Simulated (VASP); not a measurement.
Set up this calculation in VASP 6.6.1, as the native input.

* Task: relaxation of cell and atoms
* Functional: PBE
* Potentials or basis: VASP PAW PBE potentials, release 64 (Be)
* Cutoff: 600 eV
* k mesh: 6 × 6 × 8
* Occupations: gaussian, width 0.1 eV
* Spin: no spin polarisation
* Dipole correction: no
* Further INCAR settings: ALGO = Fast; EDIFF = 1e-06; IBRION = 2; EDIFFG = -0.04; NSW = 90; ISIF = 3

The structure of Be lies in POSCAR:

```
Be
1.0
    2.6570885000      0.0000000000      0.0000000000
    0.0000000000      2.6570885000      0.0000000000
    0.0000000000      0.0000000000      2.3132743700
Be
1
Direct
    0.5000000000      0.5000000000      0.0000000000
```

The cell was built from a structure type or drawn by symmetry, and may not be a known phase.

One way to write it, as run:

INCAR

```
PREC     = Accurate       # precision mode
ENCUT    = 600            # plane-wave cutoff, eV
EDIFF    = 1E-6           # SCF threshold, eV
ISMEAR   = 0              # smearing method
SIGMA    = 0.1            # smearing width, eV
LREAL    = False          # projectors in reciprocal space
LASPH    = True           # aspherical terms in the spheres
NELM     = 60             # most SCF steps
ALGO     = Fast           # electronic algorithm
ISIF     = 3              # what is computed and relaxed
LWAVE    = False          # write WAVECAR
LCHARG   = False          # write CHGCAR
GGA      = PE             # functional
IBRION   = 2              # ionic algorithm
NSW      = 90             # ionic steps
EDIFFG   = -0.04          # ionic threshold
```

KPOINTS

```
regular mesh
0
Gamma
  6 6 8
```

Potentials or basis: VASP PAW PBE potentials, release 64 (Be).

The run is started by

```sh
$ cat potpaw_PBE.64/Be/POTCAR > POTCAR
$ mpirun -np 1 vasp_std > vasp.out
```

It gave:

The relaxed volume is 10.36 Å³/atom, the relaxed cell is a = 2.253 Å, b = 2.253 Å, c = 2.041 Å, α = 90.00°, β = 90.00°, γ = 90.00° and the space group after relaxing (to 0.1 Å) is P4/mmm (No. 123). The energy gained by relaxing is 402.0 meV/atom and the ionic steps are 8. The pressure after relaxing is -0.1 GPa and the band gap on the k mesh is zero (bands 1 and 2 overlap by 6.77 eV).

Caveat: the k points lie up to 0.46 Å⁻¹ apart in the final cell, too coarse for converged energies and pressures of a metal; the volume moved by over 15 % at a fixed basis, so the end points are rough.

Run time: 8.1 s on 1 thread of Intel(R) Xeon(R) Platinum 8488C (Sapphire Rapids), with other jobs on the host, peak memory 0.13 GiB.
